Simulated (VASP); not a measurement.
A run of VASP 6.6.1 is set up as follows.

Contents of POSCAR:

```
CaF2
1.0
    0.0000000000      2.7195928363      2.7195928363
    2.7195928363      0.0000000000      2.7195928363
    2.7195928363      2.7195928363      0.0000000000
Ca F
1 2
Direct
    0.0000000000      0.0000000000      0.0000000000
    0.7500000000      0.7500000000      0.7500000000
    0.2500000000      0.2500000000      0.2500000000
```

Contents of INCAR.step1:

```
SYSTEM = CaF2
  PREC = Accurate
  ENCUT = 520
  EDIFF = 1E-5
  ISMEAR = 0
  SIGMA = 0.01
  LREAL = .False.
  LASPH = .True.
  NELM = 120
  ALGO = Normal
  ISIF = 2
  LWAVE = .True.
  GGA = PE
  NBANDS = 19
  GGA_COMPAT = .False.
```

The input INCAR.step2:

```
SYSTEM = CaF2
  PREC = Accurate
  ENCUT = 520
  EDIFF = 1E-6
  ISMEAR = 0
  SIGMA = 0.01
  LREAL = .False.
  LASPH = .True.
  NELM = 120
  ALGO = Normal
  ISIF = 2
  LWAVE = .False.
  LCHARG = .True.
  GGA = PE
  LHFCALC = .True.
  AEXX = 0.25
  PRECFOCK = Normal
  LELF = .True.
  LVHAR = .True.
  ISTART = 1
  NBANDS = 19
  GGA_COMPAT = .False.
```

KPOINTS

```
Automatic mesh
0
Gamma
  6 6 6
  0 0 0
```

Potentials or basis: VASP PAW PBE potentials, release 64 (Ca_sv, F).

Command:

```sh
$ cat potpaw_PBE.64/Ca_sv/POTCAR potpaw_PBE.64/F/POTCAR > POTCAR
$ cp INCAR.step1 INCAR
$ mpirun -np 1 vasp_std > vasp.out
$ cp INCAR.step2 INCAR
$ mpirun -np 1 vasp_std > vasp.out
```

Question: What does it give for the band gap on the k mesh?

Answer: 10.19 eV (least direct gap 10.46 eV).

Question: What does it give for the pressure?

Answer: 1.6 GPa.

Caveat: the PAW data sets were made with another functional, which shifts forces and pressure a little. A k mesh can miss the band edges.
